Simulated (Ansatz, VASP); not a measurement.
## HfIn2Se5 in VASP and in Ansatz

```xyz
8
Lattice="3.9668 0.0000 0.0000 -1.9834 3.4353 0.0000 0.0000 0.0000 17.7590" Properties=species:S:1:pos:R:3 pbc="T T T"
Hf    0.0000    0.0000   17.7631
In    1.9834    1.1451   11.0260
In    0.0000    2.2902    6.7682
Se    0.0000    0.0000   12.3386
Se    1.9834    1.1451    8.4811
Se    0.0000    0.0000    5.3820
Se    0.0000    2.2902    1.4819
Se    1.9834    1.1451   16.2663
```

Alike in both runs: task single point; functional PBE; k mesh 12 × 12 × 2; occupations gaussian, width 0.02 eV; no spin polarisation.

|  | VASP | Ansatz |
| --- | --- | --- |
| version | VASP 6.6.1 | Ansatz 0.2.0 |
| potentials or method | VASP PAW PBE potentials, release 64 (Hf_pv, In_d, Se), cutoff 520 eV | scalar-relativistic, plane waves, PAW |
| valence electrons in the cell | 66 | 132 |

```tsv
	VASP	Ansatz	Ansatz less VASP
gap on the k mesh at the Fermi level (eV)	0.74	0.75	+0.010
least direct gap on the mesh (eV)	0.93	0.94	+0.011
```

VASP's potentials hold 66 valence electrons a cell and Ansatz's 132, so a difference there can come from the potentials and not from the codes.

Spin-orbit coupling is off throughout.
